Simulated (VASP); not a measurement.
## NaI: relaxation of cell and atoms with r2SCAN

Crystal: NaI.

```xyz
2
Lattice="4.0396 0.0000 0.0000 0.0000 4.0396 0.0000 0.0000 0.0000 4.0396" Properties=species:S:1:pos:R:3 pbc="T T T"
Na    0.0000    0.0000    0.0000
I     2.0198    2.0198    2.0198
```

| Quantity | Value |
| --- | --- |
| Program | VASP 6.6.1 |
| Task | relaxation of cell and atoms |
| Functional | r2SCAN |
| Potentials or basis | VASP PAW PBE potentials, release 64 (Na_pv, I) |
| Cutoff | 600 eV |
| k mesh | 6 × 6 × 6 |
| Occupations | gaussian, width 0.02 eV |
| Spin | no spin polarisation |
| Dipole correction | no |
| Further INCAR settings | ALGO = Normal; EDIFF = 1e-06; IBRION = 2; EDIFFG = -0.01; NSW = 80; ISIF = 3 |

```
Relaxed volume                        : 32.88 Å³/atom
Relaxed cell                          : a = 4.036 Å, b = 4.036 Å, c = 4.036 Å, α = 90.00°, β = 90.00°, γ = 90.00°
Space group after relaxing (to 0.1 Å) : Pm-3m (No. 221)
Energy gained by relaxing             : 0.0 meV/atom
Ionic steps                           : 2
Pressure after relaxing               : 0.0 GPa
Band gap on the k mesh                : 3.08 eV (least direct gap 3.36 eV)
```

Final structure:
```
Na I
1.0
     4.03615    0.00000    0.00000
     0.00000    4.03615    0.00000
     0.00000    0.00000    4.03615
Na I
1 1
Direct
  0.00000 0.00000 0.00000
  0.50000 0.50000 0.50000
```

Levels at points of the mesh, in eV from the valence-band top:
```tsv
k point	band 3	band 4	band 5	band 6	band 7	band 8	band 9	band 10	band 11
(0.00, 0.00, 0.00)	-24.56	-12.19	-0.67	-0.67	-0.67	3.08	6.11	6.11	12.25
(0.50, 0.00, 0.00)	-24.56	-11.84	-3.31	-0.34	-0.34	5.33	7.19	7.67	8.52
(0.50, 0.50, 0.00)	-24.56	-11.53	-2.66	-2.66	0.00	3.36	7.69	9.04	9.04
(0.50, 0.50, 0.50)	-24.57	-11.23	-2.17	-2.17	-2.17	4.66	4.66	4.66	7.58
```

Run time: 2.4 min on 1 thread of Intel Xeon 8259CL, with other jobs on the host, peak memory 0.2 GiB.

Caveat: the PAW data sets were made with another functional, which shifts forces and pressure a little; spin-orbit coupling is left out, which moves the levels of the heavy elements. A k mesh can miss the band edges.
